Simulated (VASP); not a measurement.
**AlOsC4N4: relaxation of cell and atoms with PBE**

AlOsC4N4:

```
CELL_PARAMETERS angstrom
5.80814 0.00000 0.00000
0.00000 5.80814 0.00000
0.00000 0.00000 5.80814
ATOMIC_POSITIONS crystal
Al 0.00000 0.00000 0.00000
Os 0.50000 0.50000 0.50000
C 0.18638 0.18638 0.18638
C 0.18638 0.81362 0.81362
C 0.81362 0.18638 0.81362
C 0.81362 0.81362 0.18638
N 0.30268 0.30268 0.30268
N 0.30268 0.69732 0.69732
N 0.69732 0.30268 0.69732
N 0.69732 0.69732 0.30268
```

| Quantity | Value |
| --- | --- |
| Program | VASP 6.6.1 |
| Task | relaxation of cell and atoms |
| Functional | PBE |
| Potentials or basis | VASP PAW PBE potentials, release 64 (Al, Os, C, N) |
| Cutoff | 600 eV |
| k mesh | 4 × 4 × 4 |
| Occupations | gaussian, width 0.1 eV |
| Spin | collinear spin |
| Starting moments | [0.0, 1.0, 0.0, 0.0, 0.0, 0.0, 0.0, 0.0, 0.0, 0.0] μB |
| Dipole correction | no |
| Further INCAR settings | ALGO = Normal; EDIFF = 1e-07; IBRION = 2; EDIFFG = -0.04; NSW = 90; ISIF = 3 |

```
Relaxed volume                                        : 20.54 Å³/atom
Relaxed cell                                          : a = 5.900 Å, b = 5.900 Å, c = 5.900 Å, α = 90.00°, β = 90.00°, γ = 90.00°
Space group after relaxing (to 0.1 Å)                 : P-43m (No. 215)
Energy gained by relaxing                             : 27.4 meV/atom
Ionic steps                                           : 12
Pressure after relaxing                               : 0.0 GPa
Largest force after relaxing                          : 0.036 eV/Å
Band gap on the k mesh                                : 0.23 eV (least direct gap 0.62 eV)
Net moment                                            : 2.99 μB per cell
Site moments                                          : Al -0.00; Os +1.69; C +0.12; N -0.01 μB
Valence electrons inside the program's atomic spheres : Al 0.79; Os 7.32; C 2.61; N 3.86
```

Forces in eV/Å, atoms in the order of the input:
```
Al   0.000  0.000  0.000
Os   0.000  0.000  0.000
C    0.021  0.021  0.021
C    0.021 -0.021 -0.021
C   -0.021  0.021 -0.021
C   -0.021 -0.021  0.021
N   -0.006 -0.006 -0.006
N   -0.006  0.006  0.006
N    0.006 -0.006  0.006
N    0.006  0.006 -0.006
```

The path:
```csv
step,energy change (eV),largest force (eV/Å),pressure (GPa),volume (Å³)
1,0.0000,1.2970,4.24,195.94
2,0.3972,5.2736,-6.70,211.03
3,-0.1113,2.2537,0.28,200.46
4,-0.2592,0.5750,-0.46,205.96
5,-0.2664,0.1338,-0.60,207.47
6,-0.2664,0.1454,-0.61,207.61
7,-0.2694,0.1661,-0.41,207.08
8,-0.2733,0.2142,0.11,205.77
9,-0.2735,0.2304,-0.18,205.50
10,-0.2741,0.0655,-0.05,205.62
11,-0.2743,0.0531,-0.02,205.53
12,-0.2744,0.0358,0.02,205.41
```

Final structure:
```
Al Os C N
1.0
     5.90027    0.00000    0.00000
     0.00000    5.90027    0.00000
     0.00000    0.00000    5.90027
Al Os C N
1 1 4 4
Direct
  0.00000 0.00000 0.00000
  0.50000 0.50000 0.50000
  0.19152 0.19152 0.19152
  0.19152 0.80848 0.80848
  0.80848 0.19152 0.80848
  0.80848 0.80848 0.19152
  0.30711 0.30711 0.30711
  0.30711 0.69289 0.69289
  0.69289 0.30711 0.69289
  0.69289 0.69289 0.30711
```

Levels at points of the mesh, in eV from the valence-band top:
Spin up:
| k point | band 22 | band 23 | band 24 | band 25 | band 26 | band 27 | band 28 | band 29 |
| --- | --- | --- | --- | --- | --- | --- | --- | --- |
| (0.00, 0.00, 0.00) | -1.58 | -0.70 | -0.70 | -0.70 | 2.89 | 2.89 | 2.89 | 3.30 |
| (0.50, 0.00, 0.00) | -1.23 | -0.35 | -0.16 | -0.16 | 2.06 | 2.06 | 2.33 | 2.76 |
| (0.50, 0.50, 0.00) | -1.23 | -0.41 | 0.00 | 0.00 | 1.99 | 1.99 | 2.46 | 2.74 |
| (0.50, 0.50, 0.50) | -1.48 | -0.38 | -0.38 | -0.38 | 2.75 | 2.75 | 2.75 | 3.39 |
Spin down:
| k point | band 19 | band 20 | band 21 | band 22 | band 23 | band 24 | band 25 | band 26 |
| --- | --- | --- | --- | --- | --- | --- | --- | --- |
| (0.00, 0.00, 0.00) | -4.61 | -4.61 | -0.98 | -0.98 | 0.23 | 0.23 | 0.23 | 3.55 |
| (0.50, 0.00, 0.00) | -4.59 | -4.59 | -0.98 | -0.61 | 0.70 | 0.87 | 0.87 | 2.43 |
| (0.50, 0.50, 0.00) | -4.60 | -4.60 | -0.93 | -0.62 | 0.62 | 1.15 | 1.15 | 2.20 |
| (0.50, 0.50, 0.50) | -4.48 | -4.48 | -0.89 | -0.88 | 0.63 | 0.63 | 0.63 | 3.25 |

Run time: 34 min on 1 thread of Intel Xeon 8259CL (shared host), peak memory 0.5 GiB.

Caveat: spin-orbit coupling is left out, which moves the levels of the heavy elements. A k mesh can miss the band edges.
